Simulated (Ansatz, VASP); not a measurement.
NaCl in VASP and in Ansatz

File INCAR:

```
ALGO = Normal
EDIFF = 1E-6
ENCUT = 520
GGA = PS
ISIF = 2
ISMEAR = 0
LASPH = True
LCHARG = False
LREAL = False
LWAVE = False
NBANDS = 14
NELM = 80
PREC = Accurate
SIGMA = 0.02
```

Contents of KPOINTS:

```
k-points
0
Gamma
  6 6 6
```

File POSCAR:

```
NaCl
1.0
    3.5066377813     -0.0199975049      0.0121525993
   -0.0199975049      3.5604664416      0.0046929346
    0.0121525993      0.0046929346      3.5579098429
Na Cl
1 1
Direct
    0.0038261773     -0.0207298862     -0.0192593777
    0.4961738227      0.5207298862      0.5192593777
```

Input for Ansatz:

```yaml
crystal:
  lattice:
    - [3.5066377813, -0.0199975049, 0.0121525993]
    - [-0.0199975049, 3.5604664416, 0.0046929346]
    - [0.0121525993, 0.0046929346, 3.5579098429]
  atoms:
    - { symbol: Na, position: [0.0038261773, -0.0207298862, -0.0192593777] }
    - { symbol: Cl, position: [0.4961738227, 0.5207298862, 0.5192593777] }
basis:
  ecutwfc: 420
kpoints:
  mp_grid: { grid: [6, 6, 6] }
hamiltonian:
  xc: pbesol
scf:
  occupations: { method: gaussian, width: 0.02 }
output:
  forces: true
  stress: true
  eigenvalues: true
  populations: true
```

Change from the starting cell: all atoms moved at random, cell strained at random.

Alike in both runs: task single point; functional PBEsol; k mesh 6 × 6 × 6; occupations gaussian, width 0.02 eV; no spin polarisation.

|  | VASP | Ansatz |
| --- | --- | --- |
| version | VASP 6.6.1 | Ansatz 0.2.0 |
| potentials or method | VASP PAW PBE potentials, release 64 (Na_pv, Cl), cutoff 520 eV | scalar-relativistic, plane waves, PAW |
| valence electrons in the cell | 14 | 16 |

```csv
,VASP,Ansatz,Ansatz less VASP
gap on the k mesh at the Fermi level (eV),3.70,3.71,+0.003
least direct gap on the mesh (eV),4.15,4.15,+0.003
pressure (GPa),-1.6,-1.6,0.00
"traceless stress, the component that is largest in VASP (GPa)",0.65,0.65,0.000
rms of the force components (eV/Å),0.025,0.024,-0.0013
```

VASP's potentials were made for PBE, not for PBEsol. Atom by atom the forces differ by 0.001 eV/Å (rms over components). VASP's potentials hold 14 valence electrons a cell and Ansatz's 16, so a difference there can come from the potentials and not from the codes.
